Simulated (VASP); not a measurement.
A run of VASP 6.6.1 is set up as follows.

File INCAR:

```
SYSTEM = ErB
PREC = Accurate ; ENCUT = 500
EDIFF = 1E-7 ; ISMEAR = 0
SIGMA = 0.1 ; LREAL = .FALSE.
LASPH = .TRUE. ; NELM = 200
ALGO = Normal ; ISIF = 3
LWAVE = .FALSE. ; LCHARG = .FALSE.
GGA = PE ; IBRION = 2
NSW = 100 ; EDIFFG = -0.01
GGA_COMPAT = .FALSE. ; NELMIN = 4
LMAXMIX = 6
```

File KPOINTS:

```
Automatic mesh
0
G
  20 20 14
  0 0 0
```

POSCAR

```
ErB
1.0
    2.8805672100      0.0000000000      0.0000000000
    0.0000000000      2.8805672100      0.0000000000
    0.0000000000      0.0000000000      3.9487777300
Er B
1 1
Direct
    0.0000000000      0.0000000000      0.0000000000
    0.5000000000      0.5000000000      0.5000000000
```

Potentials or basis: VASP PAW PBE potentials, release 64 (Er_3, B), 4f in core.

Launch:

```bash
$ cat potpaw_PBE.64/Er_3/POTCAR potpaw_PBE.64/B/POTCAR > POTCAR
$ mpirun -np 1 vasp_std > vasp.out
```

Problem. Predict the relaxed cell.

Solution. a = 3.170 Å, b = 3.170 Å, c = 3.179 Å, α = 90.00°, β = 90.00°, γ = 90.00°.

Problem. Predict the space group after relaxing (to 0.1 Å).

Solution. Pm-3m (No. 221).

Final structure:
```yaml
crystal:
  lattice:
    - [3.17021, 0.00000, 0.00000]
    - [0.00000, 3.17021, 0.00000]
    - [0.00000, 0.00000, 3.17885]
  atoms:
    - { symbol: Er, position: [0.00000, 0.00000, 0.00000] }
    - { symbol: B, position: [0.50000, 0.50000, 0.50000] }
```

Caveat: a cell axis changed by over 15 % at a fixed basis, so the end point is rough; spin-orbit coupling is left out, which moves the levels of the heavy elements; the 4f electrons are frozen in the core, so they carry no moment and show no levels. Spin polarisation is off, so any magnetic state and its effect on volume and gap are missing.
